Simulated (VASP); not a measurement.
# Co: single point with RPBE

The system is Co.

```
CELL_PARAMETERS angstrom
2.33353 0.00000 0.00000
0.00000 2.33353 0.00000
0.00000 0.00000 2.33353
ATOMIC_POSITIONS crystal
Co 0.00000 0.00000 0.00000
```

This cell differs from its parent crystal: volume scaled by 0.96.

* Program: VASP 6.6.1
* Task: single point
* Functional: RPBE
* Potentials or basis: VASP PAW PBE potentials, release 64 (Co)
* Cutoff: 520 eV
* k mesh: 15 × 15 × 15
* Occupations: fermi-dirac, width 0.05 eV
* Spin: collinear spin, ferromagnetic start
* Starting moments: [1.944] μB
* Dipole correction: no
* Further INCAR settings: ALGO = Normal; EDIFF = 1e-07; NBANDS = 14

```
Pressure                                              : 5.3 GPa
Net moment                                            : 1.87 μB per cell
Site moments                                          : Co +1.88 μB
Valence electrons inside the program's atomic spheres : Co 8.18
```

Levels at points of the mesh, in eV from the Fermi level:
Spin up:
| k point | band 3 | band 4 | band 5 | band 6 | band 7 | band 8 | band 9 | band 10 |
| --- | --- | --- | --- | --- | --- | --- | --- | --- |
| (0.00, 0.00, 0.00) | -4.39 | -1.22 | -1.22 | -1.22 | 18.95 | 18.95 | 18.95 | 22.78 |
Spin down:
| k point | band 1 | band 2 | band 3 | band 4 | band 5 | band 6 | band 7 | band 8 |
| --- | --- | --- | --- | --- | --- | --- | --- | --- |
| (0.00, 0.00, 0.00) | -8.17 | -3.05 | -3.05 | 1.20 | 1.20 | 1.20 | 19.30 | 19.30 |

It took 33 s on 1 thread of Intel(R) Xeon(R) Platinum 8559C (Emerald Rapids), with other jobs on the host, peak memory 0.14 GiB.

Caveat: the PAW data sets were made with another functional, which shifts forces and pressure a little.
